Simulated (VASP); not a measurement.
# Ga in VASP: further runs, part 3 of 3

VASP 6.6.1. Earlier steps stand in the parts before.

**4. Electric field gradients, PBE**

Contents of INCAR:

```
SYSTEM = Ga
PREC = Accurate ; ENCUT = 520
EDIFF = 1E-8 ; ISMEAR = -1
SIGMA = 0.05 ; LREAL = .False.
LASPH = .True. ; NELM = 60
ALGO = Normal ; ISIF = 2
LWAVE = .False. ; LCHARG = .False.
GGA = PE ; LEFG = .True.
NBANDS = 20
```

Contents of KPOINTS:

```
Automatic mesh
0
Gamma
  15 15 13
  0 0 0
```

Contents of POSCAR:

```
Ga
1.0
    1.4500000000     -4.0650000000      0.0000000000
    1.4500000000      4.0650000000      0.0000000000
    0.0000000000      0.0000000000      3.1700000000
Ga
2
Direct
    0.8670000000      0.1330000000      0.2500000000
    0.1330000000      0.8670000000      0.7500000000
```

Potentials or basis: VASP PAW PBE potentials, release 64 (Ga_d).

Command:

```bash
cat potpaw_PBE.64/Ga_d/POTCAR > POTCAR
mpirun -np 1 vasp_std > vasp.out
```

OUTCAR:

```text
SYSTEM = Ga
   PREC = Accurate
   ENCUT = 520
   EDIFF = 1E-8
   ISMEAR = -1
   LREAL = .False.
   LASPH = .True.
   NELM = 60
   ISIF = 2
   GGA = PE

 ion  position               nearest neighbor table
   1  0.867  0.133  0.250-   2 2.68   2 2.68   2 2.87   2 2.87   2 2.87   2 2.87
   2  0.133  0.867  0.750-   1 2.68   1 2.68   1 2.87   1 2.87   1 2.87   1 2.87

  LATTYP: Found a base centered orthorhombic cell.
 ALAT       =     2.9000000000
 B/A-ratio  =     2.8034482759
 C/A-ratio  =     1.0931034483

  Lattice vectors:

 A1 = (   1.4500000000,  -4.0650000000,   0.0000000000)
 A2 = (   1.4500000000,   4.0650000000,   0.0000000000)
 A3 = (   0.0000000000,   0.0000000000,   3.1700000000)

Analysis of symmetry for initial positions (statically):
=====================================================================
 Subroutine PRICEL returns:
 Original cell was already a primitive cell.

 Routine SETGRP: Setting up the symmetry group for a
 base centered orthorhombic supercell.

 Subroutine GETGRP returns: Found  8 space group operations
 (whereof  4 operations were pure point group operations)
 out of a pool of  8 trial point group operations.

The static configuration has the point symmetry C_2h.
 The point group associated with its full space group is D_2h.

Analysis of symmetry for dynamics (positions and initial velocities):
=====================================================================
 Subroutine PRICEL returns:
 Original cell was already a primitive cell.

 Routine SETGRP: Setting up the symmetry group for a
 base centered orthorhombic supercell.

 Subroutine GETGRP returns: Found  8 space group operations
 (whereof  4 operations were pure point group operations)
 out of a pool of  8 trial point group operations.

The dynamic configuration has the point symmetry C_2h.
 The point group associated with its full space group is D_2h.

 Subroutine INISYM returns: Found  8 space group operations
 (whereof  4 operations are pure point group operations),
 and found     1 'primitive' translations

----------------------------------------------------------------------------------------

                                     Primitive cell

  volume of cell :      37.3695

  direct lattice vectors                    reciprocal lattice vectors
     1.450000000 -4.065000000  0.000000000     0.344827586 -0.123001230  0.000000000
     1.450000000  4.065000000  0.000000000     0.344827586  0.123001230  0.000000000
     0.000000000  0.000000000  3.170000000     0.000000000  0.000000000  0.315457413

  length of vectors
     4.315868974  4.315868974  3.170000000     0.366108409  0.366108409  0.315457413

  position of ions in fractional coordinates (direct lattice)
     0.867000000  0.133000000  0.250000000
     0.133000000  0.867000000  0.750000000

  ion indices of the primitive-cell ions
   primitive index   ion index
                 1           1
                 2           2

----------------------------------------------------------------------------------------

 KPOINTS: Automatic mesh
[... 68 lines left out ...]
   EDIFF  = 0.1E-07   stopping-criterion for ELM
   LREAL  =      F    real-space projection
   EDIFFG = 0.1E-06   stopping-criterion for IOM
   NSW    =      0    number of steps for IOM
   IBRION =     -1    ionic relax: 0-MD 1-quasi-New 2-CG
   NFREE  =      0    steps in history (QN), initial steepest desc. (CG)
   ISIF   =      2    stress and relaxation
   ISYM   =      2    0-nonsym 1-usesym 2-fastsym
   POTIM  = 0.5000    time-step for ionic-motion
   TEBEG  =    0.0;   TEEND  =   0.0 temperature during run
   PSTRESS=    0.0 pullay stress
   NELECT =      26.0000    total number of electrons
   NUPDOWN=      -1.0000    fix difference up-down
   EMIN   =  10.00;   EMAX   =-10.00  energy-range for DOS
   EFERMI =   0.00;   METHOD = LEGACY
   ISMEAR =    -1;   SIGMA  =   0.05  broadening in eV -4-tet -1-fermi 0-gaus
   EFERMI_NEDOS =   21; number of points for ismear=-14 and -15
   IALGO  =     38    algorithm
   IMIX   =      4    mixing-type and parameters
     AMIX     =   0.40;   BMIX     =  1.00
     AMIX_MAG =   1.60;   BMIX_MAG =  1.00
  volume/ion in A,a.u.               =      18.68       126.09
  Fermi-wavevector in a.u.,A,eV,Ry     =   1.450641  2.741314 28.631555  2.104360
  Thomas-Fermi vector in A             =   2.568230
   LORBIT       =      0    0 simple, 1 ext, 2 COOP (PROOUT), +10 PAW based schemes
   GGA     = PE    functional components
   LHFCALC =     F    Hartree Fock is set to
   AEXX    =    0.0000 exact exchange contribution
   IVDW    =     0    specifies the selected vdW correction
   LEPSILON=     F    determine dielectric tensor
   LRPA    =     F    only Hartree local field effects (RPA)
 non-spin polarized calculation
  energy-cutoff  :      520.00
  volume of cell :       37.37
 maximum number of plane-waves:      1025
   NGX = 17   NGY = 17   NGZ = 11

 number of electron      26.0000003 magnetization

 Free energy of the ion-electron system (eV)
  ---------------------------------------------------
  ext. energy  EPLUGINS =         0.00000000
  ---------------------------------------------------
  free energy    TOTEN  =        -5.76178104 eV

  energy without entropy =       -5.75476564  energy(sigma->0) =       -5.75827334

 E-fermi :   5.6451     XC(G=0): -11.0194

 val. band max:        5.6156781958   @ k =  -0.4667   0.0667   0.3846
 cond. band min:       5.6537805773   @ k =   0.4000   0.0667   0.3846
 fundamental gap:      0.0381023815
 Fermi energy:         5.6450861692

 k-point     1 :       0.0000    0.0000    0.0000
  band No.  band energies     occupation
      1      -9.5477      2.00000
      2      -9.5233      2.00000
      3      -9.4529      2.00000
      4      -9.4384      2.00000
      5      -9.2486      2.00000
      6      -9.2333      2.00000
[... 541 lines left out ...]
     19      18.7028      0.00000
     20      20.2930      0.00000

 [... further k-points ...]
[... 5 lines left out ...]
  --------------------------------------------------------------------------------------
  -------------------------------------------------------------------------------------
  Total        0.0174703      0.5249476      0.6202891      0.0000000     -0.0000000      0.0000000
  in kB        0.7490174     22.5065411     26.5941981      0.0000000     -0.0000000      0.0000000
  external PRESSURE =      16.6165855 kB  Pullay stress =       0.0000000 kB

 VOLUME and BASIS-vectors are now :
 -----------------------------------------------------------------------------
  energy-cutoff  :      520.00
  volume of cell :       37.37
      direct lattice vectors                 reciprocal lattice vectors
     1.450000000 -4.065000000  0.000000000     0.344827586 -0.123001230  0.000000000
     1.450000000  4.065000000  0.000000000     0.344827586  0.123001230  0.000000000
     0.000000000  0.000000000  3.170000000     0.000000000  0.000000000  0.315457413

 POSITION                                       TOTAL-FORCE (eV/Angst)
 -----------------------------------------------------------------------------------
      1.45000     -2.98371      0.79250         0.000000      0.200260     -0.000000
      1.45000      2.98371      2.37750         0.000000     -0.200260      0.000000
 -----------------------------------------------------------------------------------
    total drift:                                0.000000      0.000000     -0.000000

  FREE ENERGIE OF THE ION-ELECTRON SYSTEM (eV)
  ---------------------------------------------------
  free  energy   TOTEN  =        -5.7617810387 eV

  energy  without entropy=       -5.7547656374  energy(sigma->0) =       -5.75827334

 Electric field gradients (V/A^2)
---------------------------------------------------------------------
 ion       V_xx      V_yy      V_zz      V_xy      V_xz      V_yz
---------------------------------------------------------------------
   1       7.050   -23.999    16.949    -0.000     0.000    -0.000
   2       7.050   -23.999    16.949     0.000     0.000    -0.000
---------------------------------------------------------------------

 Electric field gradients after diagonalization (V/A^2)
 (convention: |V_zz| > |V_xx| > |V_yy|)
----------------------------------------------------------------------
 ion       V_xx      V_yy      V_zz     asymmetry (V_yy - V_xx)/ V_zz
----------------------------------------------------------------------
   1      16.949     7.050   -23.999       0.413
   2      16.949     7.050   -23.999       0.413
----------------------------------------------------------------------

           NMR quadrupolar parameters

 Cq : quadrupolar parameter    Cq=e*Q*V_zz/h
 eta: asymmetry parameters     (V_yy - V_xx)/ V_zz
 Q  : nuclear electric quadrupole moment in mb (millibarn)
----------------------------------------------------------------------
 ion       Cq(MHz)       eta       Q (mb)
----------------------------------------------------------------------
   1      -0.058       0.413       1.000
   2      -0.058       0.413       1.000
----------------------------------------------------------------------
```

OSZICAR:

```text
N       E                     dE             d eps       ncg     rms          rms(c)
DAV:   1     0.131485104170E+03    0.13149E+03   -0.13252E+04 18940   0.247E+03
DAV:   2     0.562672476543E+01   -0.12586E+03   -0.12273E+03 18484   0.385E+02
DAV:   3    -0.564226155341E+01   -0.11269E+02   -0.11208E+02 20240   0.943E+01
DAV:   4    -0.581178241113E+01   -0.16952E+00   -0.16943E+00 20368   0.128E+01
DAV:   5    -0.581468621418E+01   -0.29038E-02   -0.29037E-02 20504   0.165E+00    0.139E+00
DAV:   6    -0.577151325033E+01    0.43173E-01   -0.84317E-02 24232   0.482E+00    0.722E-01
DAV:   7    -0.576270351177E+01    0.88097E-02   -0.17121E-02 25868   0.183E+00    0.196E-01
DAV:   8    -0.576176142572E+01    0.94209E-03   -0.22443E-03 19396   0.658E-01    0.189E-02
DAV:   9    -0.576178098739E+01   -0.19562E-04   -0.10650E-04 21484   0.108E-01    0.723E-03
DAV:  10    -0.576178133460E+01   -0.34721E-06   -0.58913E-06 20656   0.286E-02    0.122E-03
DAV:  11    -0.576178111427E+01    0.22033E-06   -0.53454E-07 21560   0.984E-03    0.572E-04
DAV:  12    -0.576178108728E+01    0.26996E-07   -0.57031E-08 21084   0.301E-03    0.186E-04
DAV:  13    -0.576178104220E+01    0.45073E-07   -0.55662E-09 11924   0.780E-04    0.415E-05
DAV:  14    -0.576178103866E+01    0.35379E-08   -0.13917E-09 10096   0.445E-04
   1 F= -.57617810E+01 E0= -.57582733E+01  d E =-.701540E-02
```

stdout:

```text
POSCAR found type information on POSCAR Ga
 POSCAR found :  1 types and       2 ions
 scaLAPACK will be used
 LDA part: xc-table for (Slater+PW92), standard interpolation
 POSCAR, INCAR and KPOINTS ok, starting setup
 FFT: planning ... GRIDC
 FFT: planning ... GRID_SOFT
 FFT: planning ... GRID
 WAVECAR not read
 entering main loop
ion   1

ion   2
```

It took 6 min on 1 thread of Oxide Virtual Turin-like, shared host; peak memory 0.34 GiB.

What came out:

| Property | Result |
| --- | --- |
| Free energy | -5.7618 eV |
| Pressure | 1.7 GPa |
| Largest force | 0.200 eV/Å |
| Band gap on the k mesh | zero (bands 13 and 14 overlap by 8.73 eV) |
| Largest electric field gradient by atom | Ga -24.0 V/Å² |

Forces in eV/Å, atoms in the order of the input:
```
Ga   0.000  0.200  0.000
Ga   0.000 -0.200  0.000
```

Electric field gradients, principal values (V/Å²):
```
atom  least  middle  greatest (by size)
1 Ga  7.050  16.949             -23.999
2 Ga  7.050  16.949             -23.999
```

Caveat: without QUAD_EFG the Cq values of the log hold for a quadrupole moment of 1 mb, not for the nuclei.

**5. Overview**

```csv
cell,gap on the mesh (eV),pressure (GPa),largest force (eV/Å)
"a = 4.289, b = 4.344, c = 3.170 Å, angles 88.5, 90.7, 140.7°, 2 atoms",none,1.7,0.20
"a = 4.229, b = 4.229, c = 3.106 Å, angles 90.0, 90.0, 140.7°, 2 atoms",none,5.7,0.23
"a = 4.316, b = 4.316, c = 3.170 Å, angles 90.0, 90.0, 140.7°, 2 atoms",none,1.7,0.20
```

Alike in all rows: task electric field gradients; level PBE; potentials or basis VASP PAW PBE potentials, release 64 (Ga_d); no spin polarisation; k mesh 15 × 15 × 13; cutoff (eV) 520; smearing fermi-dirac 0.05 eV.

Caveats: the cell stands under pressure (at least some runs).

Absolute energies hang on the potentials; compare differences alone.

The gap in the log of VASP goes by the Fermi energy; the results here count the filled bands.